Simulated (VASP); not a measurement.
# Hf (Im-3m) in VASP: further runs

Hf is run at these levels: PBEsol+D4; tasks: single point, relaxation of cell and atoms.

Program: VASP 6.6.1. These are calculated values, not measurements. Logs are shortened: lines on timing, memory, paths and dates and some standing lists are left out, and cuts for length are marked.

## (1) The cell of the first run

It takes space group Im-3m (No. 229, cubic). The conventional cell has a = 3.484 Å, b = 3.484 Å, c = 3.484 Å, α = 90.00°, β = 90.00°, γ = 90.00°. Within 4.0 Å of Hf (site symmetry m-3m) lie 14 Hf at 3.02 to 3.48 Å.

## (2) Single point, PBEsol+D4

Contents of INCAR:

```
SYSTEM = Hf
PREC = Accurate ; ENCUT = 520
EDIFF = 1E-7 ; ISMEAR = -1
SIGMA = 0.1 ; LREAL = .False.
LASPH = .True. ; NELM = 80
ALGO = Normal ; ISIF = 2
LWAVE = .False. ; LCHARG = .False.
GGA = PS ; IVDW = 13
NBANDS = 11
```

Contents of KPOINTS:

```
Automatic mesh
0
Gamma
  10 10 10
  0 0 0
```

Contents of POSCAR:

```
Hf
1.0
    1.7418932948      1.7418932948      1.7418932948
   -1.7418932948      1.7418932948      1.7418932948
   -1.7418932948     -1.7418932948      1.7418932948
Hf
1
Direct
    0.0000000000      0.0000000000      0.0000000000
```

Potentials or basis: VASP PAW PBE potentials, release 64 (Hf_pv).

The run is started by

```bash
$ cat potpaw_PBE.64/Hf_pv/POTCAR > POTCAR
$ mpirun -np 1 vasp_std > vasp.out
```

OUTCAR:

```text
SYSTEM = Hf
   PREC = Accurate
   ENCUT = 520
   EDIFF = 1E-7
   ISMEAR = -1
   LREAL = .False.
   LASPH = .True.
   NELM = 80
   ISIF = 2
   GGA = PS
   IVDW = 13

 ion  position               nearest neighbor table
   1  0.000  0.000  0.000-

  LATTYP: Found a body centered cubic cell.
 ALAT       =     3.4837865896

  Lattice vectors:

 A1 = (   1.7418932948,  -1.7418932948,  -1.7418932948)
 A2 = (   1.7418932948,   1.7418932948,   1.7418932948)
 A3 = (  -1.7418932948,  -1.7418932948,   1.7418932948)

Analysis of symmetry for initial positions (statically):
=====================================================================
 Subroutine PRICEL returns:
 Original cell was already a primitive cell.

 Routine SETGRP: Setting up the symmetry group for a
 body centered cubic supercell.

 Subroutine GETGRP returns: Found 48 space group operations
 (whereof 48 operations were pure point group operations)
 out of a pool of 48 trial point group operations.

The static configuration has the point symmetry O_h .

Analysis of symmetry for dynamics (positions and initial velocities):
=====================================================================
 Subroutine PRICEL returns:
 Original cell was already a primitive cell.

 Routine SETGRP: Setting up the symmetry group for a
 body centered cubic supercell.

 Subroutine GETGRP returns: Found 48 space group operations
 (whereof 48 operations were pure point group operations)
 out of a pool of 48 trial point group operations.

The dynamic configuration has the point symmetry O_h .

 Subroutine INISYM returns: Found 48 space group operations
 (whereof 48 operations are pure point group operations),
 and found     1 'primitive' translations

----------------------------------------------------------------------------------------

                                     Primitive cell

  volume of cell :      21.1410

  direct lattice vectors                    reciprocal lattice vectors
     1.741893295  1.741893295  1.741893295     0.287043989  0.000000000  0.287043989
    -1.741893295  1.741893295  1.741893295    -0.287043989  0.287043989  0.000000000
    -1.741893295 -1.741893295  1.741893295     0.000000000 -0.287043989  0.287043989

  length of vectors
     3.017047688  3.017047688  3.017047688     0.405941502  0.405941502  0.405941502

  position of ions in fractional coordinates (direct lattice)
     0.000000000  0.000000000  0.000000000

[... 81 lines left out ...]
   ISIF   =      2    stress and relaxation
   ISYM   =      2    0-nonsym 1-usesym 2-fastsym
   POTIM  = 0.5000    time-step for ionic-motion
   TEBEG  =    0.0;   TEEND  =   0.0 temperature during run
   PSTRESS=    0.0 pullay stress
   NELECT =      10.0000    total number of electrons
   NUPDOWN=      -1.0000    fix difference up-down
   EMIN   =  10.00;   EMAX   =-10.00  energy-range for DOS
   EFERMI =   0.00;   METHOD = LEGACY
   ISMEAR =    -1;   SIGMA  =   0.10  broadening in eV -4-tet -1-fermi 0-gaus
   EFERMI_NEDOS =   21; number of points for ismear=-14 and -15
   IALGO  =     38    algorithm
   IMIX   =      4    mixing-type and parameters
     AMIX     =   0.40;   BMIX     =  1.00
     AMIX_MAG =   1.60;   BMIX_MAG =  1.00
  volume/ion in A,a.u.               =      21.14       142.67
  Fermi-wavevector in a.u.,A,eV,Ry     =   1.275557  2.410454 22.137309  1.627046
  Thomas-Fermi vector in A             =   2.408263
   LORBIT       =      0    0 simple, 1 ext, 2 COOP (PROOUT), +10 PAW based schemes
   GGA     = PS    functional components
   LHFCALC =     F    Hartree Fock is set to
   AEXX    =    0.0000 exact exchange contribution
   IVDW    =    13    specifies the selected vdW correction
   LEPSILON=     F    determine dielectric tensor
   LRPA    =     F    only Hartree local field effects (RPA)
 non-spin polarized calculation
  energy-cutoff  :      520.00
  volume of cell :       21.14
 maximum number of plane-waves:       586
 NGX is ok and might be reduce to    24
   NGX = 11   NGY = 11   NGZ = 11

 number of electron      10.0000000 magnetization

 number of electron       9.9999998 magnetization

 Free energy of the ion-electron system (eV)
  ---------------------------------------------------
  ext. energy  EPLUGINS =         0.00000000
  ---------------------------------------------------
  free energy    TOTEN  =       -10.36344219 eV

  energy without entropy =      -10.30557647  energy(sigma->0) =      -10.33450933

 E-fermi :   4.7984     XC(G=0): -11.6517

 val. band max:        4.7355678887   @ k =   0.4000   0.1000   0.1000
 cond. band min:       4.8078172143   @ k =   0.3000   0.0000   0.0000
 fundamental gap:      0.0722493256
 Fermi energy:         4.7984245216

 k-point     1 :       0.0000    0.0000    0.0000
  band No.  band energies     occupation
      1     -24.7588      2.00000
      2     -24.7588      2.00000
      3     -24.7588      2.00000
      4      -2.4235      2.00000
      5       6.3522      0.00000
      6       6.3522      0.00000
      7       6.3522      0.00000
      8       9.3144      0.00000
      9       9.3144      0.00000
     10      18.2568      0.00000
     11      18.3947      0.00000
[... 309 lines left out ...]
 k-point    24 :       0.5000    0.3000    0.1000
  band No.  band energies     occupation
      1     -25.5719      2.00000
      2     -25.2773      2.00000
      3     -24.9188      2.00000
      4       2.7118      2.00000
      5       3.8152      1.99989
      6       5.0393      0.16509
      7       8.4508      0.00000
      8       9.7807      0.00000
      9      13.2433      0.00000
     10      15.1983      0.00000
     11      18.2701      0.00000

 [... further k-points ...]

------------------------ aborting loop because EDIFF is reached ----------------------------------------

  DFT-D4 for vdW energy calculation

  Edisp (eV):   -0.12926

  FORCE on cell =-STRESS in cart. coord.  units (eV):
  Direction    XX          YY          ZZ          XY          YZ          ZX
  --------------------------------------------------------------------------------------
  -------------------------------------------------------------------------------------
  Total      -0.02925    -0.02925    -0.02925    -0.00000     0.00000     0.00000
  in kB      -2.21642    -2.21642    -2.21642    -0.00000     0.00000     0.00000
  external pressure =       -2.22 kB  Pullay stress =        0.00 kB

 VOLUME and BASIS-vectors are now :
 -----------------------------------------------------------------------------
  energy-cutoff  :      520.00
  volume of cell :       21.14
      direct lattice vectors                 reciprocal lattice vectors
     1.741893295  1.741893295  1.741893295     0.287043989  0.000000000  0.287043989
    -1.741893295  1.741893295  1.741893295    -0.287043989  0.287043989  0.000000000
    -1.741893295 -1.741893295  1.741893295     0.000000000 -0.287043989  0.287043989

 POSITION                                       TOTAL-FORCE (eV/Angst)
 -----------------------------------------------------------------------------------
      0.00000      0.00000      0.00000         0.000000     -0.000000     -0.000000
 -----------------------------------------------------------------------------------
    total drift:                                0.000000     -0.000000      0.000000

  FREE ENERGIE OF THE ION-ELECTRON SYSTEM (eV)
  ---------------------------------------------------
  free  energy   TOTEN  =       -10.4926979835 eV

  energy  without entropy=      -10.4348322683  energy(sigma->0) =      -10.46376513
```

OSZICAR:

```text
N       E                     dE             d eps       ncg     rms          rms(c)
DAV:   1     0.127015428261E+02    0.12702E+02   -0.56973E+03  1058   0.849E+02
DAV:   2    -0.102432400841E+02   -0.22945E+02   -0.21977E+02  1291   0.154E+02
DAV:   3    -0.107028425001E+02   -0.45960E+00   -0.45592E+00  1308   0.153E+01
DAV:   4    -0.107044668246E+02   -0.16243E-02   -0.16241E-02  1158   0.110E+00
DAV:   5    -0.107044747871E+02   -0.79625E-05   -0.79620E-05  1301   0.700E-02    0.465E+01
DAV:   6    -0.104511121293E+02    0.25336E+00   -0.20763E-01  1133   0.330E+00    0.270E+01
DAV:   7    -0.103668981116E+02    0.84214E-01   -0.28681E-01  1178   0.376E+00    0.113E+00
DAV:   8    -0.103634096382E+02    0.34885E-02   -0.19105E-02  1133   0.969E-01    0.789E-02
DAV:   9    -0.103634402738E+02   -0.30636E-04   -0.29708E-04  1308   0.138E-01    0.380E-02
DAV:  10    -0.103634424617E+02   -0.21879E-05   -0.13604E-05  1163   0.281E-02    0.179E-02
DAV:  11    -0.103634421892E+02    0.27254E-06   -0.22437E-06  1217   0.112E-02    0.217E-03
DAV:  12    -0.103634421880E+02    0.12163E-08   -0.29244E-08   709   0.169E-03
   1 F= -.10492698E+02 E0= -.10463765E+02  d E =-.578657E-01
```

Wall time 4.1 s (1 thread of Intel Xeon 6975P-C (Granite Rapids), shared host); peak memory 0.14 GiB.

What came out:

```
Free energy                : -10.4927 eV
Pressure                   : -0.2 GPa
Band gap on the k mesh     : zero (band 5 reaches 6.35 eV, above the bottom of band 6 at 3.99 eV)
Dispersion energy per atom : -0.129 eV
```

Caveat: the PAW data sets were made with another functional, which shifts forces and pressure a little; spin-orbit coupling is left out, which moves the levels of the heavy elements; pairwise dispersion overbinds metals, which lowers pressure and volume.

## (3) Relaxation of cell and atoms, PBEsol+D4

Contents of INCAR:

```
ALGO     = Normal         # electronic algorithm
EDIFF    = 1E-6           # SCF threshold, eV
EDIFFG   = -0.03          # ionic threshold
ENCUT    = 600            # plane-wave cutoff, eV
GGA      = PS             # functional
IBRION   = 2              # ionic algorithm
ISIF     = 3              # what is computed and relaxed
ISMEAR   = -1             # smearing method
IVDW     = 13             # dispersion correction
LASPH    = T              # aspherical terms in the spheres
LCHARG   = F              # write CHGCAR
LREAL    = F              # projectors in reciprocal space
LWAVE    = F              # write WAVECAR
NELM     = 100            # most SCF steps
NSW      = 80             # ionic steps
PREC     = Accurate       # precision mode
SIGMA    = 0.1            # smearing width, eV
```

Contents of KPOINTS:

```
k-points
0
Gamma
  10 10 10
```

POSCAR is that of step 2.

Potentials or basis: VASP PAW PBE potentials, release 64 (Hf_pv).

The run is started by

```bash
$ cat potpaw_PBE.64/Hf_pv/POTCAR > POTCAR
$ mpirun -np 1 vasp_std > vasp.out
```

Wall time 3.6 s (1 thread of Intel Xeon 6975P-C (Granite Rapids), shared host); peak memory 0.14 GiB.

It converged, with:

```
Free energy                : -10.4929 eV
Pressure after relaxing    : -0.2 GPa
Band gap on the k mesh     : zero (band 5 reaches 6.35 eV, above the bottom of band 6 at 3.99 eV)
Dispersion energy per atom : -0.129 eV
```

Final structure:
```xyz
1
Lattice="1.7419 1.7419 1.7419 -1.7419 1.7419 1.7419 -1.7419 -1.7419 1.7419" Properties=species:S:1:pos:R:3 pbc="T T T"
Hf    0.0000    0.0000    0.0000
```

Levels at points of the mesh, in eV from the Fermi level:
```
           k point  band 2  band 3  band 4  band 5  band 6  band 7  band 8  band 9
(0.00, 0.00, 0.00)  -29.56  -29.56   -7.22    1.55    1.55    1.55    4.52    4.52
(0.50, 0.00, 0.00)  -29.88  -29.56   -3.56   -0.61    1.32    4.37    5.44    8.13
(0.50, 0.50, 0.50)  -30.25  -30.25   -2.82   -2.82    7.22    7.22    7.22    7.70
```

Caveat: the relaxation stopped at its first step, so nothing moved; the PAW data sets were made with another functional, which shifts forces and pressure a little; spin-orbit coupling is left out, which moves the levels of the heavy elements; pairwise dispersion overbinds metals, which lowers pressure and volume.

## (4) Relaxation of cell and atoms, PBEsol+D4

This run uses another cell than the first one, of 22.37 Å³/atom, 1.058 times its volume.

Contents of INCAR:

```
SYSTEM = Hf
PREC = Accurate ; ENCUT = 600
EDIFF = 1E-7 ; ISMEAR = -1
SIGMA = 0.1 ; LREAL = .False.
LASPH = .True. ; NELM = 100
ALGO = Normal ; ISIF = 3
LWAVE = .False. ; LCHARG = .False.
GGA = PS ; IVDW = 13
IBRION = 2 ; NSW = 80
EDIFFG = -0.03
```

Contents of KPOINTS:

```
regular mesh
0
Gamma
  10 10 10
  0 0 0
```

Contents of POSCAR:

```
Hf
1.0
    1.7750000000      1.7750000000      1.7750000000
   -1.7750000000      1.7750000000      1.7750000000
   -1.7750000000     -1.7750000000      1.7750000000
Hf
1
Direct
    0.0000000000      0.0000000000      0.0000000000
```

The run is started by

```bash
$ cat potpaw_PBE.64/Hf_pv/POTCAR > POTCAR
$ mpirun -np 1 vasp_std > vasp.out
```

It took 16 s on 1 thread of Intel Xeon 6975P-C (Granite Rapids), shared host; peak memory 0.17 GiB.

It converged, with:

```yaml
Free_energy: -10.4930 eV
Relaxed_volume: 21.11 Å³/atom
Relaxed_cell: a = 3.016 Å, b = 3.016 Å, c = 3.016 Å, α = 70.53°, β = 109.47°, γ = 70.53°
Space_group_after_relaxing_to_0.05_Å: Im-3m (No. 229)
Energy_gained_by_relaxing: 23.5 meV/atom
Ionic_steps: 3
Pressure_after_relaxing: -0.1 GPa
Band_gap_on_the_k_mesh: zero (band 5 reaches 6.36 eV, above the bottom of band 6 at 4.00 eV)
Dispersion_energy_per_atom: -0.129 eV
```

The path:
| step | energy change (eV) | largest force (eV/Å) | pressure (GPa) | volume (Å³) |
| --- | --- | --- | --- | --- |
| 1 | 0.0000 | 0.0000 | -5.70 | 22.37 |
| 2 | 0.0011 | 0.0000 | 6.81 | 19.89 |
| 3 | -0.0235 | 0.0000 | -0.06 | 21.11 |

Final structure:
```cif
data_structure
_symmetry_space_group_name_H-M 'P 1'
_symmetry_Int_Tables_number 1
_cell_length_a 3.0155
_cell_length_b 3.0155
_cell_length_c 3.0155
_cell_angle_alpha 70.529
_cell_angle_beta 109.471
_cell_angle_gamma 70.529
_cell_volume 21.11
loop_
_atom_site_label
_atom_site_type_symbol
_atom_site_fract_x
_atom_site_fract_y
_atom_site_fract_z
_atom_site_occupancy
Hf1 Hf 0.00000 0.00000 0.00000 1
```

Levels at points of the mesh, in eV from the Fermi level:
| k point | band 3 | band 4 | band 5 | band 6 | band 7 | band 8 |
| --- | --- | --- | --- | --- | --- | --- |
| (0.00, 0.00, 0.00) | -29.55 | -7.23 | 1.55 | 1.55 | 1.55 | 4.52 |
| (0.50, 0.00, 0.00) | -29.56 | -3.56 | -0.61 | 1.33 | 4.38 | 5.44 |
| (0.50, 0.50, 0.50) | -30.25 | -2.83 | -2.83 | 7.23 | 7.23 | 7.23 |

Caveat: the PAW data sets were made with another functional, which shifts forces and pressure a little; spin-orbit coupling is left out, which moves the levels of the heavy elements; pairwise dispersion overbinds metals, which lowers pressure and volume.

## (5) Summary

```csv
task,cell,cutoff (eV),gap on the mesh (eV),pressure (GPa)
single point,"a = 3.017 Å, angles 70.5, 109.5, 70.5°, 1 atom",520,none,-0.2
relaxation of cell and atoms,"relaxed from a = 3.017 Å, angles 70.5, 109.5, 70.5°, 1 atom",600,none,-0.2
relaxation of cell and atoms,"relaxed from a = 3.074 Å, angles 70.5, 109.5, 70.5°, 1 atom",600,none,-0.1
```

Alike in all rows: level PBEsol+D4; potentials or basis VASP PAW PBE potentials, release 64 (Hf_pv); no spin polarisation; k mesh 10 × 10 × 10; smearing fermi-dirac 0.1 eV.

Caveats: the PAW data sets were made with another functional, which shifts forces and pressure a little; spin-orbit coupling is left out, which moves the levels of the heavy elements; pairwise dispersion overbinds metals, which lowers pressure and volume; the relaxation stopped at its first step, so nothing moved (some runs).

Absolute energies hang on the potentials; compare differences alone.
